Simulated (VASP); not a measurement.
Wanted: the native input for a VASP 6.6.1 run.

```
Task                   : single point
Functional             : PBE
Potentials or basis    : VASP PAW PBE potentials, release 64 (Cu, O)
Cutoff                 : 600 eV
k mesh                 : 4 × 4 × 4
Occupations            : gaussian, width 0.1 eV
Spin                   : no spin polarisation
Dipole correction      : no
Further INCAR settings : ALGO = Normal; EDIFF = 1e-06; NBANDS = 37
```

The structure of Cu2O (pbe) lies in POSCAR:

```
Cu2O
1.0
    4.2466993200      0.0000000000      0.0000000000
    0.0000000000      4.2466993200      0.0000000000
    0.0000000000      0.0000000000      4.2466993200
Cu O
4 2
Direct
    0.2500000000      0.2500000000      0.7500000000
    0.7500000000      0.2500000000      0.2500000000
    0.2500000000      0.7500000000      0.2500000000
    0.7500000000      0.7500000000      0.7500000000
    0.5000000000      0.5000000000      0.5000000000
    0.0000000000      0.0000000000      0.0000000000
```

These files were run (other wordings do the same):

INCAR

```
SYSTEM = Cu2O
PREC = Accurate
ENCUT = 600
EDIFF = 1E-6
ISMEAR = 0
SIGMA = 0.1
LREAL = .False.
LASPH = .True.
NELM = 120
ALGO = Normal
ISIF = 2
LWAVE = .False.
LCHARG = .False.
GGA = PE
NBANDS = 37
GGA_COMPAT = .False.
```

KPOINTS

```
regular mesh
0
Gamma
  4 4 4
  0 0 0
```

Potentials or basis: VASP PAW PBE potentials, release 64 (Cu, O).

Run with:

```bash
$ cat potpaw_PBE.64/Cu/POTCAR potpaw_PBE.64/O/POTCAR > POTCAR
$ mpirun -np 1 vasp_std > vasp.out
```

Results of the run:

```json
{
 "Pressure": "5.4 GPa",
 "Band gap on the k mesh": "0.56 eV, direct"
}
```

Wall time 60 s on 1 thread of AMD EPYC 7R43 64-Core Processor (Zen 3), on a shared host, peak memory 0.16 GiB.
